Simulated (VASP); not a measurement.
**Ba: single point with PBE**

Ba:

```xyz
1
Lattice="4.3122 0.0000 0.0000 -1.4374 4.0656 0.0000 -1.4374 -2.0328 3.5209" Properties=species:S:1:pos:R:3 pbc="T T T"
Ba    0.0000    0.0000    0.0000
```

* Program: VASP 6.6.1
* Task: single point
* Functional: PBE
* Potentials or basis: VASP PAW PBE potentials, release 64 (Ba_sv)
* Cutoff: 520 eV
* k mesh: 8 × 8 × 8
* Occupations: tetrahedron
* Spin: no spin polarisation

The pressure is 0.4 GPa. The band gap on the k mesh is zero (band 5 reaches 2.25 eV, above the bottom of band 6 at 1.14 eV).

Levels at points of the mesh, in eV from the Fermi level:
```
           k point  band 2  band 3  band 4  band 5  band 6  band 7  band 8  band 9
(0.00, 0.00, 0.00)  -13.74  -13.74  -13.74   -2.71    1.90    1.90    1.90    3.33
(0.50, 0.00, 0.00)  -14.23  -13.90  -13.74   -0.86    0.74    1.36    3.31    3.90
(0.50, 0.50, 0.50)  -14.08  -14.08  -14.08   -0.52   -0.52    4.51    4.51    4.51
```

It took 22 s on 1 thread of Intel Xeon 8259CL (shared host), peak memory 0.18 GiB.

Caveat: spin-orbit coupling is left out, which moves the levels of the heavy elements; tetrahedron occupations give inexact forces and stress in metals.
